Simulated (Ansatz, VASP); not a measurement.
# HfN in VASP and in Ansatz

INCAR

```
PREC = Accurate ; ENCUT = 600
EDIFF = 1E-6 ; ISMEAR = 0
SIGMA = 0.1 ; LREAL = F
LASPH = T ; NELM = 100
ALGO = Normal ; ISIF = 3
LWAVE = F ; LCHARG = F
GGA = PE ; IBRION = 2
NSW = 100 ; EDIFFG = -0.01
```

The input KPOINTS:

```
regular mesh
0
Gamma
  18 18 16
```

Contents of POSCAR:

```
HfN
1.0
    3.0636476293      0.0000000000      0.0000000000
    0.0000000000      3.0636476293      0.0000000000
    0.0000000000      0.0000000000      3.4445834791
Hf N
1 1
Direct
    0.5000000000      0.5000000000      0.0000000000
    0.0000000000      0.0000000000      0.0000000000
```

Input for Ansatz:

```yaml
crystal:
  lattice:
    - [3.0636476293, 0.0, 0.0]
    - [0.0, 3.0636476293, 0.0]
    - [0.0, 0.0, 3.4445834791]
  atoms:
    - { symbol: Hf, position: [0.5, 0.5, 0.0] }
    - { symbol: "N", position: [0.0, 0.0, 0.0] }
basis:
  ecutwfc: 420
kpoints:
  mp_grid: { grid: [18, 18, 16] }
hamiltonian:
  xc: pbe
scf:
  occupations: { method: gaussian, width: 0.1 }
output:
  forces: true
  stress: true
  eigenvalues: true
relax:
  adjacent_minimum: "off"
  f_tol: 0.01
  max_steps: 80
  cell: { stress_tol: 0.05 }
```

Alike in both runs: task relaxation of cell and atoms; functional PBE; k mesh 18 × 18 × 16; occupations gaussian, width 0.1 eV; no spin polarisation.

|  | VASP | Ansatz |
| --- | --- | --- |
| version | VASP 6.6.1 | Ansatz 0.2.0 |
| potentials or method | VASP PAW PBE potentials, release 64 (Hf_pv, N), cutoff 600 eV | scalar-relativistic, plane waves, PAW |
| valence electrons in the cell | 15 | 31 |

```tsv
	VASP	Ansatz	Ansatz less VASP
gap on the k mesh at the Fermi level, each at its own relaxed structure (eV)	none	none	-
relaxed volume (Å³/atom)	15.99	16.08	+0.086
relaxed length of the cell vector where the two differ most in proportion (Å)	3.059	3.066	+0.0070
```

A gap of «none» marks a metal or a gap that the smearing closes. VASP's potentials hold 15 valence electrons a cell and Ansatz's 31, so a difference there can come from the potentials and not from the codes.

Neither program's run includes spin-orbit coupling.
